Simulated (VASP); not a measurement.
# BiOs3: single point with PBE

BiOs3:

```
Bi Os
1.0
    -2.04854    2.04854    3.93301
     2.04854   -2.04854    3.93301
     2.04854    2.04854   -3.93301
Bi Os
1 3
Cartesian
  0.0000 0.0000 0.0000
  0.0000 0.0000 3.9330
  2.0485 0.0000 1.9665
  0.0000 2.0485 1.9665
```

- Program: VASP 6.6.1
- Task: single point
- Functional: PBE
- Potentials or basis: VASP PAW PBE potentials, release 64 (Bi_d, Os)
- Cutoff: 520 eV
- k mesh: 6 × 6 × 6
- Occupations: gaussian, width 0.1 eV
- Spin: no spin polarisation
- Dipole correction: no
- Further INCAR settings: ALGO = Normal; EDIFF = 1e-06; NBANDS = 28

The pressure is 0.2 GPa and the band gap on the k mesh is zero (an odd number of electrons rules out a gap without spin polarisation).

Stress tensor (GPa, compression positive):
```
0.22 0.00 0.00
0.00 0.22 0.00
0.00 0.00 0.14
```

Levels at points of the mesh, in eV from the Fermi level:
```
           k point  band 15  band 16  band 17  band 18  band 19  band 20  band 21  band 22  band 23  band 24
(0.00, 0.00, 0.00)    -1.61    -0.80    -0.73    -0.57     0.25     0.25     0.78     0.79     2.28     3.83
(0.50, 0.00, 0.00)    -2.22    -1.95    -1.31    -1.07    -0.73    -0.66     0.66     1.07     1.46     3.75
(0.50, 0.50, 0.00)    -2.11    -1.88    -1.55    -1.24    -0.34    -0.27    -0.16     1.06     1.45     2.30
(0.50, 0.50, 0.50)    -2.05    -1.77    -0.57    -0.46    -0.46     0.69     1.34     1.34     1.63     2.27
```

Wall time 31 s on 1 thread of Intel(R) Xeon(R) 6975P-C (Granite Rapids) (shared host), peak memory 0.22 GiB.

Caveat: spin-orbit coupling is left out, which moves the levels of the heavy elements.
